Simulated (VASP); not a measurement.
# Ga (P2_1/m) in VASP: notebook, part 2 of 2

VASP 6.6.1.

### 4 Single point, PBE0

This run uses another cell than the first one, of 17.10 Å³/atom.

POSCAR reads:

```
Ga
1.0
    2.7217036785      0.0000000000      0.0000000000
    0.0000000000      3.2146183849      0.0000000000
   -1.3160064422      0.0000000000      3.9088161735
Ga
2
Direct
    0.1345962700      0.7500000000      0.7701668300
    0.8654037300      0.2500000000      0.2298331700
```

INCAR.step1 reads:

```
SYSTEM = Ga
  PREC = Accurate
  ENCUT = 520
  EDIFF = 1E-5
  ISMEAR = -1
  SIGMA = 0.05
  LREAL = .FALSE.
  LASPH = .TRUE.
  NELM = 100
  ALGO = Normal
  ISIF = 2
  LWAVE = .TRUE.
  LCHARG = .FALSE.
  GGA = PE
  NBANDS = 20
```

INCAR.step2 reads:

```
SYSTEM = Ga
  PREC = Accurate
  ENCUT = 520
  EDIFF = 1E-6
  ISMEAR = -1
  SIGMA = 0.05
  LREAL = .FALSE.
  LASPH = .TRUE.
  NELM = 100
  ALGO = Normal
  ISIF = 2
  LWAVE = .FALSE.
  LCHARG = .FALSE.
  GGA = PE
  LHFCALC = .TRUE.
  AEXX = 0.25
  PRECFOCK = Normal
  ISTART = 1
  NBANDS = 20
```

KPOINTS reads:

```
regular mesh
0
G
  6 4 4
  0 0 0
```

Potentials or basis: VASP PAW PBE potentials, release 64 (Ga_d).

Command:

```console
$ cat potpaw_PBE.64/Ga_d/POTCAR > POTCAR
$ cp INCAR.step1 INCAR
$ mpirun -np 1 vasp_std > vasp.out
$ cp INCAR.step2 INCAR
$ mpirun -np 1 vasp_std > vasp.out
```

OUTCAR:

```text
SYSTEM = Ga
   PREC = Accurate
   ENCUT = 520
   EDIFF = 1E-6
   ISMEAR = -1
   LREAL = .FALSE.
   LASPH = .TRUE.
   NELM = 100
   ISIF = 2
   GGA = PE
   LHFCALC = .TRUE.
   AEXX = 0.25
   PRECFOCK = Normal
   ISTART = 1

 ion  position               nearest neighbor table
   1  0.135  0.750  0.770-   2 2.65   2 2.65   2 2.76   2 2.76   2 2.78   2 2.78
   2  0.865  0.250  0.230-   1 2.65   1 2.65   1 2.76   1 2.76   1 2.78   1 2.78

  LATTYP: Found a simple monoclinic cell.
 ALAT       =     2.7217036785
 B/A-ratio  =     1.1811052064
 C/A-ratio  =     1.5153762184
 COS(beta)  =    -0.3190778872

  Lattice vectors:

 A1 = (   2.7217036785,   0.0000000000,   0.0000000000)
 A2 = (   0.0000000000,   3.2146183849,   0.0000000000)
 A3 = (  -1.3160064422,   0.0000000000,   3.9088161735)

Analysis of symmetry for initial positions (statically):
=====================================================================
 Subroutine PRICEL returns:
 Original cell was already a primitive cell.

 Routine SETGRP: Setting up the symmetry group for a
 simple monoclinic supercell.

[... 171 lines left out ...]
  free energy    TOTEN  =        -7.27706375 eV

  energy without entropy =       -7.27561152  energy(sigma->0) =       -7.27633763

 E-fermi :   6.1989     XC(G=0):  -9.0099

 val. band max:        6.1987777183   @ k =   0.0000   0.2500   0.5000
 cond. band min:       7.0402646419   @ k =   0.5000   0.0000   0.5000
 fundamental gap:      0.8414869236
 Fermi energy:         6.1988600214

 k-point     1 :       0.0000    0.0000    0.0000
  band No.  band energies     occupation
      1     -12.1829      2.00000
      2     -12.1736      2.00000
      3     -12.0977      2.00000
      4     -12.0906      2.00000
      5     -11.7916      2.00000
      6     -11.7901      2.00000
[... 541 lines left out ...]
     19      20.0356      0.00000
     20      20.9800      0.00000

 [... further k-points ...]

------------------------ aborting loop because EDIFF is reached ----------------------------------------

  FORCE on cell =-STRESS in cart. coord.  units (eV):
  Direction    XX          YY          ZZ          XY          YZ          ZX
  --------------------------------------------------------------------------------------
  -------------------------------------------------------------------------------------
  Total        1.0381847      0.8130290      0.9571711      0.0000000      0.0000000      0.0117588
  in kB       48.6373287     38.0891331     44.8419675      0.0000000      0.0000000      0.5508819
  external PRESSURE =      43.8561431 kB  Pullay stress =       0.0000000 kB

 VOLUME and BASIS-vectors are now :
 -----------------------------------------------------------------------------
  energy-cutoff  :      520.00
  volume of cell :       34.20
      direct lattice vectors                 reciprocal lattice vectors
     2.721703678  0.000000000  0.000000000     0.367416926  0.000000000  0.123700635
     0.000000000  3.214618385  0.000000000     0.000000000  0.311078915  0.000000000
    -1.316006442  0.000000000  3.908816173     0.000000000  0.000000000  0.255831934

 POSITION                                       TOTAL-FORCE (eV/Angst)
 -----------------------------------------------------------------------------------
     -0.64721      2.41096      3.01044        -0.019156      0.000000      0.137428
      2.05291      0.80365      0.89838         0.019156      0.000000     -0.137428
 -----------------------------------------------------------------------------------
    total drift:                                0.000000     -0.000000     -0.000001

  FREE ENERGIE OF THE ION-ELECTRON SYSTEM (eV)
  ---------------------------------------------------
  free  energy   TOTEN  =        -7.2770637535 eV

  energy  without entropy=       -7.2756115165  energy(sigma->0) =       -7.27633763
```

OUTCAR.step1:

```text
SYSTEM = Ga
   PREC = Accurate
   ENCUT = 520
   EDIFF = 1E-5
   ISMEAR = -1
   LREAL = .FALSE.
[... 778 lines left out ...]
     -0.64721      2.41096      3.01044        -0.022094      0.000000      0.084601
      2.05291      0.80365      0.89838         0.022094     -0.000000     -0.084601
 -----------------------------------------------------------------------------------
    total drift:                               -0.000000      0.000000      0.000000

  FREE ENERGIE OF THE ION-ELECTRON SYSTEM (eV)
  ---------------------------------------------------
  free  energy   TOTEN  =        -5.7829823160 eV

  energy  without entropy=       -5.7800214516  energy(sigma->0) =       -5.78150188
```

Wall time 1.9 h (1 thread of Oxide Virtual Turin-like, shared host); peak memory 0.14 GiB.

What came out:

* Free energy: -7.2771 eV
* Pressure: 4.4 GPa
* Largest force: 0.139 eV/Å
* Band gap on the k mesh: zero (bands 13 and 14 overlap by 10.81 eV)

Forces on the atoms (eV/Å):
```
Ga  -0.019  0.000  0.137
Ga   0.019  0.000 -0.137
```

Caveat: the k points lie up to 0.49 Å⁻¹ apart, too coarse for converged energies and pressures of a metal; the PAW data sets were made with another functional, which shifts forces and pressure a little.

### 5 The runs side by side

```tsv
task	level	cell	k mesh	cutoff (eV)	grid for exact exchange (PRECFOCK)	share of exact exchange	gap on the mesh (eV)	pressure (GPa)	relaxed volume (Å³/atom)	largest force (eV/Å)
relaxation of cell and atoms	revPBE	relaxed from a = 2.778, b = 3.282, c = 4.210 Å, angles 90.0, 108.6, 90.0°, 2 atoms	10 × 8 × 7	600	-	-	none	0.0	19.79	0.01
relaxation of cell and atoms	BLYP	relaxed from a = 2.778, b = 3.282, c = 4.210 Å, angles 90.0, 108.6, 90.0°, 2 atoms	10 × 8 × 7	600	-	-	none	0.0	21.68	0.01
single point	PBE0	a = 2.722, b = 3.215, c = 4.124 Å, angles 90.0, 108.6, 90.0°, 2 atoms	6 × 4 × 4	520	Normal	0.25	none	4.4	-	0.14
```

Alike in all rows: potentials or basis VASP PAW PBE potentials, release 64 (Ga_d); no spin polarisation; smearing fermi-dirac 0.05 eV.

Caveats: some runs use coarse meshes; the PAW data sets were made with another functional, which shifts forces and pressure a little; the volume moved by over 15 % at a fixed basis, so the end points are rough (at least some runs).

Total energies depend on the potentials used, so only differences within one code and one set of settings carry meaning.
